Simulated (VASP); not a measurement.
## BaFeO3: single point with LDA+U

Crystal: BaFeO3.

```xyz
5
Lattice="4.0200 0.0000 0.0000 0.0000 4.0200 0.0000 0.0000 0.0000 4.0200" Properties=species:S:1:pos:R:3 pbc="T T T"
Ba    0.0000    0.0000    0.0000
Fe    2.0100    2.0100    2.0100
O     2.0100    2.0100    0.0000
O     0.0000    2.0100    2.0100
O     2.0100    0.0000    2.0100
```

```json
{
  "Program": "VASP 6.6.1",
  "Task": "single point",
  "Functional": "LDA",
  "Potentials or basis": "VASP PAW LDA potentials, release 64 (Ba_sv, Fe, O)",
  "Cutoff": "520 eV",
  "k mesh": "5 × 5 × 5",
  "Occupations": "gaussian, width 0.05 eV",
  "Spin": "collinear spin, ferromagnetic start",
  "Starting moments": "[0.0, 4.0, 0.0, 0.0, 0.0] μB",
  "Hubbard terms": "Fe d U = 3.0 eV",
  "Dipole correction": "no",
  "Further INCAR settings": "ALGO = Normal; EDIFF = 1e-07; NBANDS = 30"
}
```

| Item | Value |
| --- | --- |
| Pressure | -12.8 GPa |
| Net moment | 4.05 μB per cell |
| Site moments | Ba +0.01; Fe +3.63; O +0.09 μB |
| Valence electrons inside the program's atomic spheres | Ba 7.95; Fe 6.79; O 4.92 |

Levels at points of the mesh, in eV from the Fermi level:
Spin up:
```tsv
k point	band 17	band 18	band 19	band 20	band 21	band 22	band 23	band 24
(0.00, 0.00, 0.00)	-1.18	-1.18	-0.34	-0.34	-0.34	5.05	5.05	6.31
```
Spin down:
```
           k point  band 13  band 14  band 15  band 16  band 17  band 18  band 19  band 20
(0.00, 0.00, 0.00)    -0.94    -0.15    -0.15    -0.15     0.45     0.45     0.45     1.10
```

Eigenvalues of the final occupation matrices:
```csv
site,spin,trace,eigenvalues
site 2 d,1,4.73,0.90 0.90 0.98 0.98 0.98
site 2 d,2,1.14,0.18 0.18 0.18 0.30 0.30
```

Wall time 67 s on 1 thread of Intel Xeon 8259CL, with other jobs on the host, peak memory 0.18 GiB.

Caveat: the cell stands under tension; spin-orbit coupling is left out, which moves the levels of the heavy elements; a cell with one magnetic atom can't hold antiferromagnetic order, which such compounds often take. The state reached can hang on the start; a lower one may exist.
